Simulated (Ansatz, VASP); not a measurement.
## Two plane-wave programs on VH2

The input INCAR:

```
PREC = Accurate ; ENCUT = 600
EDIFF = 1E-6 ; ISMEAR = -1
SIGMA = 0.15 ; LREAL = False
LASPH = True ; NELM = 100
ALGO = Normal ; ISIF = 3
LWAVE = False ; LCHARG = False
GGA = PS ; IBRION = 2
NSW = 80 ; EDIFFG = -0.001
```

File KPOINTS:

```
regular mesh
0
Gamma
  18 18 18
```

File POSCAR:

```
VH2
1.0
    0.0000000000      2.0820882348      2.0820882348
    2.0820882348      0.0000000000      2.0820882348
    2.0820882348      2.0820882348      0.0000000000
V H
1 2
Direct
    0.0000000000      0.0000000000      0.0000000000
    0.2500000000      0.2500000000      0.2500000000
    0.7500000000      0.7500000000      0.7500000000
```

Input for Ansatz:

```yaml
crystal:
  lattice:
    - [0.0, 2.0820882348, 2.0820882348]
    - [2.0820882348, 0.0, 2.0820882348]
    - [2.0820882348, 2.0820882348, 0.0]
  atoms:
    - { symbol: V, position: [0.0, 0.0, 0.0] }
    - { symbol: H, position: [0.25, 0.25, 0.25] }
    - { symbol: H, position: [0.75, 0.75, 0.75] }
basis:
  ecutwfc: 420
kpoints:
  mp_grid: { grid: [18, 18, 18] }
hamiltonian:
  xc: pbesol
scf:
  occupations: { method: fermi_dirac, width: 0.15 }
output:
  forces: true
  stress: true
  eigenvalues: true
relax:
  adjacent_minimum: "off"
  f_tol: 0.001
  max_steps: 60
  cell: { stress_tol: 0.01 }
```

Alike in both runs: task relaxation of cell and atoms; functional PBEsol; k mesh 18 × 18 × 18; occupations fermi-dirac, width 0.15 eV; no spin polarisation.

```csv
,VASP,Ansatz
version,VASP 6.6.1,Ansatz 0.2.0
potentials or method,"VASP PAW PBE potentials, release 64 (V_sv, H), cutoff 600 eV","scalar-relativistic, plane waves, PAW"
valence electrons in the cell,15,15
```

```csv
,VASP,Ansatz,Ansatz less VASP
"gap on the k mesh at the Fermi level, each at its own relaxed structure (eV)",none,none,-
relaxed volume (Å³/atom),6.04,6.04,-0.006
relaxed length of the cell vector where the two differ most in proportion (Å),2.949,2.948,-0.0011
```

VASP's potentials were made for PBE, not for PBEsol. A gap of «none» marks a metal or a gap that the smearing closes.
